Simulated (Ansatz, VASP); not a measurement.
## One calculation of SnO, two programs

```
CELL_PARAMETERS angstrom
3.35500 0.00000 0.00000
0.00000 5.67410 0.00000
0.00000 0.00000 4.22197
ATOMIC_POSITIONS crystal
Sn 0.00000 0.23191 0.51551
Sn 0.50000 0.76809 0.01314
O 0.00000 0.89125 0.73686
O 0.50000 0.10875 0.23686
```

Alike in both runs: task single point; functional PBEsol; k mesh 5 × 3 × 4; no spin polarisation.

|  | VASP | Ansatz |
| --- | --- | --- |
| version | VASP 6.6.1 | Ansatz 0.2.0 |
| potentials or method | VASP PAW PBE potentials, release 64 (Sn_d, O) | plane waves, PAW |
| plane-wave cutoff (eV) | 520 | 420 |
| occupations | gaussian, width 0.01 eV | fixed |
| valence electrons in the cell | 40 | 40 |

VASP gave:

```
gap on the k mesh at the Fermi level (eV) : 1.54
```

**Question.** What did Ansatz give for the same quantities?

**Answer.** gap on the k mesh at the Fermi level (eV): 1.55.

VASP's potentials were made for PBE, not for PBEsol.
